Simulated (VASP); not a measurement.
Set up this calculation in VASP 6.6.1, as the native input.

```yaml
Task: single point
Functional: LDA
Potentials_or_basis: VASP PAW LDA potentials, release 64 (Al)
Cutoff: 520 eV
k_mesh: 4 × 4 × 4, shifted
Occupations: methfessel-paxton, width 0.024 eV
Spin: no spin polarisation
Dipole_correction: no
Further_INCAR_settings: ALGO = Fast; EDIFF = 1e-07; NBANDS = 8; ISYM = 0
```

The structure of Al lies in POSCAR:

```
Al
1.0
   -1.5912186900      1.5912186900      1.5912186900
    1.5912186900     -1.5912186900      1.5912186900
    1.5912186900      1.5912186900     -1.5912186900
Al
1
Direct
    0.0000000000      0.0000000000      0.0000000000
```

These files were run (other wordings do the same):

INCAR

```
PREC = Accurate
ENCUT = 520
EDIFF = 1E-7
ISMEAR = 1
SIGMA = 0.024
LREAL = F
LASPH = T
NELM = 60
ALGO = Fast
ISIF = 2
LWAVE = F
LCHARG = F
GGA = CA
ISYM = 0
NBANDS = 8
```

KPOINTS

```
Automatic mesh
0
Gamma
  4 4 4
  0.5 0.5 0
```

Potentials or basis: VASP PAW LDA potentials, release 64 (Al).

The run is started by

```bash
$ cat potpaw_LDA.64/Al/POTCAR > POTCAR
$ mpirun -np 1 vasp_std > vasp.out
```

Results of the run:

- Pressure: 0.4 GPa

Caveat: the k points lie up to 0.70 Å⁻¹ apart.

Run time: 6.4 s on 1 thread of Intel(R) Xeon(R) 6975P-C (Granite Rapids) (shared host), peak memory 0.12 GiB.
